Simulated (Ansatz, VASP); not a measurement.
# ScMo3: VASP beside Ansatz

```xyz
4
Lattice="4.0949 0.0000 0.0000 0.0000 4.0949 0.0000 0.0000 0.0000 4.0949" Properties=species:S:1:pos:R:3 pbc="T T T"
Sc    0.0000    0.0000    0.0000
Mo    0.0000    2.0475    2.0475
Mo    2.0475    0.0000    2.0475
Mo    2.0475    2.0475    0.0000
```

Alike in both runs: functional PBE; k mesh 12 × 12 × 12; occupations gaussian, width 0.1 eV; no spin polarisation.

Ansatz relaxed the structure, and its values are those at the end. VASP's run is a single point on that final structure, the one shown.

```csv
,VASP,Ansatz
version,VASP 6.6.1,Ansatz 0.2.0
potentials or method,"VASP PAW PBE potentials, release 64 (Sc_sv, Mo_sv), cutoff 520 eV","scalar-relativistic, plane waves, PAW"
valence electrons in the cell,53,53
```

VASP gave:

| Property | Result |
| --- | --- |
| gap on the k mesh at the Fermi level (eV) | none |
| pressure (GPa) | 0.3 |

Which values does Ansatz return?

gap on the k mesh at the Fermi level (eV): none; pressure (GPa): 0.0.

A gap of «none» marks a metal or a gap that the smearing closes.
